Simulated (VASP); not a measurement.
Wanted: the native input for a VASP 6.6.1 run.

| Item | Value |
| --- | --- |
| Task | single point |
| Functional | PBE |
| Potentials or basis | VASP PAW PBE potentials, release 64 (Li_sv, F) |
| Cutoff | 520 eV |
| k mesh | 9 × 9 × 6 |
| Occupations | gaussian, width 0.05 eV |
| Spin | no spin polarisation |
| Dipole correction | no |
| Further INCAR settings | ALGO = Normal; EDIFF = 1e-07; NBANDS = 18 |

The structure of LiF lies in POSCAR:

```
LiF
1.0
    3.1751168837      0.0000000000      0.0000000000
   -1.5875584418      2.7497318813      0.0000000000
    0.0000000000      0.0000000000      5.1313063957
Li F
2 2
Direct
    0.3333333333      0.6666666667      0.3810713234
    0.6666666667      0.3333333333      0.8810713234
    0.3333333333      0.6666666667      0.9939266766
    0.6666666667      0.3333333333      0.4939266766
```

This cell differs from its parent crystal: volume 11.200 Å^3 an atom, c/a of the conventional cell 1.6161.

One way to write it, as run:

INCAR

```
PREC     = Accurate       # precision mode
ENCUT    = 520            # plane-wave cutoff, eV
EDIFF    = 1E-7           # SCF threshold, eV
ISMEAR   = 0              # smearing method
SIGMA    = 0.05           # smearing width, eV
LREAL    = False          # projectors in reciprocal space
LASPH    = True           # aspherical terms in the spheres
NELM     = 80             # most SCF steps
ALGO     = Normal         # electronic algorithm
ISIF     = 2              # what is computed and relaxed
LWAVE    = False          # write WAVECAR
LCHARG   = False          # write CHGCAR
GGA      = PE             # functional
NBANDS   = 18             # bands
```

KPOINTS

```
Automatic mesh
0
Gamma
  9 9 6
```

Potentials or basis: VASP PAW PBE potentials, release 64 (Li_sv, F).

Command:

```bash
$ cat potpaw_PBE.64/Li_sv/POTCAR potpaw_PBE.64/F/POTCAR > POTCAR
$ mpirun -np 1 vasp_std > vasp.out
```

It gave:

* Largest force: 0.063 eV/Å
* Band gap on the k mesh: 7.23 eV, direct

It took 60 s on 1 thread of AMD EPYC 7R43 64-Core Processor (Zen 3), on a shared host, peak memory 0.13 GiB.
